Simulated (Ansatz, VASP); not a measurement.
# Pd: VASP beside Ansatz

INCAR

```
SYSTEM = Pd
PREC = Accurate ; ENCUT = 520
EDIFF = 1E-6 ; ISMEAR = 0
SIGMA = 0.15 ; LREAL = .FALSE.
LASPH = .TRUE. ; NELM = 80
ALGO = Fast ; ISIF = 2
LWAVE = .FALSE. ; LCHARG = .FALSE.
GGA = PS ; NBANDS = 11
```

The input KPOINTS:

```
regular mesh
0
G
  24 24 24
  0 0 0
```

File POSCAR:

```
Pd
1.0
    0.0000000000      1.8302209726      2.1962651671
    1.8302209726      0.0000000000      2.1962651671
    1.8302209726      1.8302209726      0.0000000000
Pd
1
Direct
    0.0000000000      0.0000000000      0.0000000000
```

Input for Ansatz:

```yaml
crystal:
  lattice:
    - [0.0, 1.8302209726, 2.1962651671]
    - [1.8302209726, 0.0, 2.1962651671]
    - [1.8302209726, 1.8302209726, 0.0]
  atoms:
    - { symbol: Pd, position: [0.0, 0.0, 0.0] }
basis:
  ecutwfc: 420
kpoints:
  mp_grid: { grid: [24, 24, 24] }
hamiltonian:
  xc: pbesol
scf:
  occupations: { method: gaussian, width: 0.15 }
output:
  forces: true
  stress: true
  eigenvalues: true
```

Alike in both runs: task single point; functional PBEsol; k mesh 24 × 24 × 24; occupations gaussian, width 0.15 eV; no spin polarisation.

|  | VASP | Ansatz |
| --- | --- | --- |
| version | VASP 6.6.1 | Ansatz 0.2.0 |
| potentials or method | VASP PAW PBE potentials, release 64 (Pd), cutoff 520 eV | scalar-relativistic, plane waves, PAW |
| valence electrons in the cell | 10 | 18 |

|  | VASP | Ansatz | Ansatz less VASP |
| --- | --- | --- | --- |
| gap on the k mesh at the Fermi level (eV) | none | none | - |
| pressure (GPa) | 0.7 | 1.0 | +0.33 |
| traceless stress, the component that is largest in VASP (GPa) | -13.01 | -13.19 | -0.185 |

VASP's potentials were made for PBE, not for PBEsol. A gap of «none» marks a metal or a gap that the smearing closes. VASP's potentials hold 10 valence electrons a cell and Ansatz's 18, so a difference there can come from the potentials and not from the codes.
